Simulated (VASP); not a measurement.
# Rh (Fm-3m) in VASP: a series of runs, part 2 of 2

VASP 6.6.1. Earlier steps stand in the parts before.

## (3) Relaxation of volume and atoms at fixed shape, PBEsol

This run uses another cell than the first one, of 13.67 Å³/atom, 1.013 times its volume.

INCAR reads:

```
SYSTEM = Rh
PREC = Accurate ; ENCUT = 600
EDIFF = 1E-6 ; ISMEAR = 0
SIGMA = 0.1 ; LREAL = .False.
LASPH = .True. ; NELM = 100
ALGO = Normal ; ISIF = 8
LWAVE = .False. ; LCHARG = .False.
GGA = PS ; IBRION = 2
NSW = 80 ; EDIFFG = -0.03
```

KPOINTS reads:

```
regular mesh
0
Gamma
  12 12 12
  0 0 0
```

POSCAR reads:

```
Rh
1.0
    0.0000000000      1.8978500000      1.8978500000
    1.8978500000      0.0000000000      1.8978500000
    1.8978500000      1.8978500000      0.0000000000
Rh
1
Direct
    0.0000000000      0.0000000000      0.0000000000
```

Potentials or basis: VASP PAW PBE potentials, release 64 (Rh_pv).

Run with:

```
$ cat potpaw_PBE.64/Rh_pv/POTCAR > POTCAR
$ mpirun -np 1 vasp_std > vasp.out
```

OUTCAR:

```text
SYSTEM = Rh
   PREC = Accurate
   ENCUT = 600
   EDIFF = 1E-6
   ISMEAR = 0
   LREAL = .False.
   LASPH = .True.
   NELM = 100
   ISIF = 8
   GGA = PS
   IBRION = 2
   NSW = 80
   EDIFFG = -0.03

 ion  position               nearest neighbor table
   1  0.000  0.000  0.000-

  LATTYP: Found a face centered cubic cell.
 ALAT       =     3.7957000000

  Lattice vectors:

 A1 = (   0.0000000000,   1.8978500000,   1.8978500000)
 A2 = (   1.8978500000,   0.0000000000,   1.8978500000)
 A3 = (   1.8978500000,   1.8978500000,   0.0000000000)

Analysis of symmetry for initial positions (statically):
=====================================================================
 Subroutine PRICEL returns:
 Original cell was already a primitive cell.

 Routine SETGRP: Setting up the symmetry group for a
 face centered cubic supercell.

 Subroutine GETGRP returns: Found 48 space group operations
 (whereof 48 operations were pure point group operations)
 out of a pool of 48 trial point group operations.

The static configuration has the point symmetry O_h .

Analysis of symmetry for dynamics (positions and initial velocities):
=====================================================================
 Subroutine PRICEL returns:
 Original cell was already a primitive cell.

 Routine SETGRP: Setting up the symmetry group for a
 face centered cubic supercell.

 Subroutine GETGRP returns: Found 48 space group operations
 (whereof 48 operations were pure point group operations)
 out of a pool of 48 trial point group operations.

The dynamic configuration has the point symmetry O_h .

 Subroutine INISYM returns: Found 48 space group operations
 (whereof 48 operations are pure point group operations),
 and found     1 'primitive' translations

----------------------------------------------------------------------------------------

                                     Primitive cell

  volume of cell :      13.6715

  direct lattice vectors                    reciprocal lattice vectors
     0.000000000  1.897850000  1.897850000    -0.263456016  0.263456016  0.263456016
     1.897850000  0.000000000  1.897850000     0.263456016 -0.263456016  0.263456016
     1.897850000  1.897850000  0.000000000     0.263456016  0.263456016 -0.263456016

  length of vectors
     2.683965209  2.683965209  2.683965209     0.456319205  0.456319205  0.456319205

  position of ions in fractional coordinates (direct lattice)
     0.000000000  0.000000000  0.000000000

  ion indices of the primitive-cell ions
   primitive index   ion index
                 1           1

----------------------------------------------------------------------------------------

 KPOINTS: regular mesh

Automatic generation of k-mesh.
 Grid dimensions read from file:
 generate k-points for:   12   12   12

 Generating k-lattice:

  Cartesian coordinates                     Fractional coordinates (reciprocal lattice)
    -0.021954668  0.021954668  0.021954668     0.083333333  0.000000000  0.000000000
     0.021954668 -0.021954668  0.021954668     0.000000000  0.083333333  0.000000000
     0.021954668  0.021954668 -0.021954668     0.000000000  0.000000000  0.083333333
[... 47 lines left out ...]
 SYSTEM =  Rh
   PREC   = accura    normal or accurate (medium, high low for compatibility)
   ISTART =      0    job   : 0-new  1-cont  2-samecut
   ICHARG =      2    charge: 1-file 2-atom 10-const
   ISPIN  =      1    spin polarized calculation?
   LNONCOLLINEAR =      F non collinear calculations
   LSORBIT =      F    spin-orbit coupling
   LASPH  =      T    aspherical Exc in radial PAW
   ENCUT  =  600.0 eV  44.10 Ry    6.64 a.u.   5.36  5.36  5.36*2*pi/ulx,y,z
   NELM   =    100;   NELMIN=  2; NELMDL= -5     # of ELM steps
   EDIFF  = 0.1E-05   stopping-criterion for ELM
   LREAL  =      F    real-space projection
   EDIFFG = -.3E-01   stopping-criterion for IOM
   NSW    =     80    number of steps for IOM
   IBRION =      2    ionic relax: 0-MD 1-quasi-New 2-CG
   NFREE  =      1    steps in history (QN), initial steepest desc. (CG)
   ISIF   =      8    stress and relaxation
   ISYM   =      2    0-nonsym 1-usesym 2-fastsym
   POTIM  = 0.5000    time-step for ionic-motion
   TEBEG  =    0.0;   TEEND  =   0.0 temperature during run
   PSTRESS=    0.0 pullay stress
   NELECT =      15.0000    total number of electrons
   NUPDOWN=      -1.0000    fix difference up-down
   EMIN   =  10.00;   EMAX   =-10.00  energy-range for DOS
   EFERMI =   0.00;   METHOD = LEGACY
   ISMEAR =     0;   SIGMA  =   0.10  broadening in eV -4-tet -1-fermi 0-gaus
   EFERMI_NEDOS =   21; number of points for ismear=-14 and -15
   IALGO  =     38    algorithm
   IMIX   =      4    mixing-type and parameters
     AMIX     =   0.40;   BMIX     =  1.00
     AMIX_MAG =   1.60;   BMIX_MAG =  1.00
  volume/ion in A,a.u.               =      13.67        92.26
  Fermi-wavevector in a.u.,A,eV,Ry     =   1.688496  3.190795 38.790465  2.851019
  Thomas-Fermi vector in A             =   2.770792
   LORBIT       =      0    0 simple, 1 ext, 2 COOP (PROOUT), +10 PAW based schemes
   GGA     = PS    functional components
   LHFCALC =     F    Hartree Fock is set to
   AEXX    =    0.0000 exact exchange contribution
   IVDW    =     0    specifies the selected vdW correction
   LEPSILON=     F    determine dielectric tensor
   LRPA    =     F    only Hartree local field effects (RPA)
 conjugate gradient relaxation of ions
 non-spin polarized calculation
 Gauss-broadening in eV      SIGMA  =   0.10
  energy-cutoff  :      600.00
  volume of cell :       13.67
 maximum number of plane-waves:       471
 NGX is ok and might be reduce to    24
   NGX = 11   NGY = 11   NGZ = 11

--------------------------------------- Ionic step        1  -------------------------------------------

 number of electron      15.0000002 magnetization

 Free energy of the ion-electron system (eV)
  ---------------------------------------------------
  ext. energy  EPLUGINS =         0.00000000
  ---------------------------------------------------
  free energy    TOTEN  =        -8.14297680 eV

  energy without entropy =       -8.13830079  energy(sigma->0) =       -8.14063880

------------------------ aborting loop because EDIFF is reached ----------------------------------------

  FORCE on cell =-STRESS in cart. coord.  units (eV):
  Direction    XX          YY          ZZ          XY          YZ          ZX
  --------------------------------------------------------------------------------------
  -------------------------------------------------------------------------------------
  Total       -0.3386362     -0.3386362     -0.3386362      0.0000000      0.0000000     -0.0000000
  in kB      -39.6851724    -39.6851724    -39.6851724      0.0000000      0.0000000     -0.0000000
  external PRESSURE =     -39.6851724 kB  Pullay stress =       0.0000000 kB
[... 57 lines left out ...]
--------------------------------------- Ionic step        3  -------------------------------------------

 number of electron      15.0000002 magnetization

 Free energy of the ion-electron system (eV)
  ---------------------------------------------------
  ext. energy  EPLUGINS =         0.00000000
  ---------------------------------------------------
  free energy    TOTEN  =        -8.14532197 eV

  energy without entropy =       -8.14074570  energy(sigma->0) =       -8.14303383

 E-fermi :  12.1319     XC(G=0): -14.3451

 val. band max:       12.0339142191   @ k =  -0.3333   0.3333   0.0000
 cond. band min:      12.1611180895   @ k =   0.5000   0.4167   0.0000
 fundamental gap:      0.1272038704
 Fermi energy:        12.1318702482

 k-point     1 :       0.0000    0.0000    0.0000
  band No.  band energies     occupation
      1     -34.2765      2.00000
      2     -34.2765      2.00000
      3     -34.2765      2.00000
      4       3.9149      2.00000
      5       8.9108      2.00000
      6       8.9108      2.00000
      7       8.9108      2.00000
      8      11.0852      2.00000
      9      11.0852      2.00000
     10      28.0326      0.00000
     11      32.3841      0.00000
[... 309 lines left out ...]
 k-point    24 :      -0.4167    0.1667    0.0000
  band No.  band energies     occupation
      1     -34.9903      2.00000
      2     -34.5280      2.00000
      3     -34.4140      2.00000
      4       6.5297      2.00000
      5       8.2263      2.00000
      6       9.5300      2.00000
      7       9.9534      2.00000
      8      12.3709      0.00073
      9      16.2617      0.00000
     10      20.9718      0.00000
     11      28.2016      0.00000

 [... further k-points ...]

------------------------ aborting loop because EDIFF is reached ----------------------------------------

  FORCE on cell =-STRESS in cart. coord.  units (eV):
  Direction    XX          YY          ZZ          XY          YZ          ZX
  --------------------------------------------------------------------------------------
  -------------------------------------------------------------------------------------
  Total       -0.0042697     -0.0042697     -0.0042697      0.0000000      0.0000000      0.0000000
  in kB       -0.5072444     -0.5072444     -0.5072444      0.0000000      0.0000000      0.0000000
  external PRESSURE =      -0.5072444 kB  Pullay stress =       0.0000000 kB
[... 16 lines left out ...]
  FREE ENERGIE OF THE ION-ELECTRON SYSTEM (eV)
  ---------------------------------------------------
  free  energy   TOTEN  =        -8.1453219685 eV

  energy  without entropy=       -8.1407457001  energy(sigma->0) =       -8.14303383

 reached required accuracy - stopping structural energy minimisation
```

OSZICAR:

```text
N       E                     dE             d eps       ncg     rms          rms(c)
DAV:   1     0.123892679401E+03    0.12389E+03   -0.10413E+04  1584   0.163E+03
DAV:   2    -0.719217612443E+01   -0.13108E+03   -0.12582E+03  1626   0.410E+02
DAV:   3    -0.877912069120E+01   -0.15869E+01   -0.15797E+01  1836   0.510E+01
[... 21 lines left out ...]
DAV:   3    -0.814436302829E+01    0.10355E-02   -0.83296E-03  1779   0.120E+00    0.545E-01
DAV:   4    -0.814526771260E+01   -0.90468E-03   -0.20830E-03  1680   0.620E-01    0.562E-02
DAV:   5    -0.814532912046E+01   -0.61408E-04   -0.61638E-05  1861   0.978E-02    0.216E-02
DAV:   6    -0.814532240000E+01    0.67205E-05   -0.41879E-06  1650   0.325E-02    0.329E-03
DAV:   7    -0.814532196855E+01    0.43145E-06   -0.51037E-08   894   0.329E-03
   3 F= -.81453220E+01 E0= -.81430338E+01  d E =-.234516E-02
```

CONTCAR:

```text
Rh
   1.00000000000000
     0.0000000000000000    1.8892455709822225    1.8892455709822225
     1.8892455709822225    0.0000000000000000    1.8892455709822225
     1.8892455709822225    1.8892455709822225    0.0000000000000000
  Rh
     1
Direct
     0.0000000000000000    0.0000000000000000    0.0000000000000000

  0.00000000E+00  0.00000000E+00  0.00000000E+00
```

Wall time 37 s (1 thread of Intel Xeon 8259CL, shared host); peak memory 0.15 GiB.

Results:

| Quantity | Value |
| --- | --- |
| Free energy | -8.1453 eV |
| Relaxed volume | 13.49 Å³/atom |
| Relaxed cell | a = 2.672 Å, b = 2.672 Å, c = 2.672 Å, α = 60.00°, β = 60.00°, γ = 60.00° |
| Space group after relaxing (to 0.05 Å) | Fm-3m (No. 225) |
| Energy gained by relaxing | 2.3 meV/atom |
| Ionic steps | 3 |
| Pressure after relaxing | -0.1 GPa |

The path:
```tsv
step	energy change (eV)	largest force (eV/Å)	pressure (GPa)	volume (Å³)
1	0.0000	0.0000	-3.97	13.67
2	0.0142	0.0000	11.70	13.01
3	-0.0023	0.0000	-0.05	13.49
```

Final structure:
```cif
data_structure
_symmetry_space_group_name_H-M 'P 1'
_symmetry_Int_Tables_number 1
_cell_length_a 2.6718
_cell_length_b 2.6718
_cell_length_c 2.6718
_cell_angle_alpha 60.000
_cell_angle_beta 60.000
_cell_angle_gamma 60.000
_cell_volume 13.49
loop_
_atom_site_label
_atom_site_type_symbol
_atom_site_fract_x
_atom_site_fract_y
_atom_site_fract_z
_atom_site_occupancy
Rh1 Rh 0.00000 0.00000 0.00000 1
```

Caveat: the PAW data sets were made with another functional, which shifts forces and pressure a little.
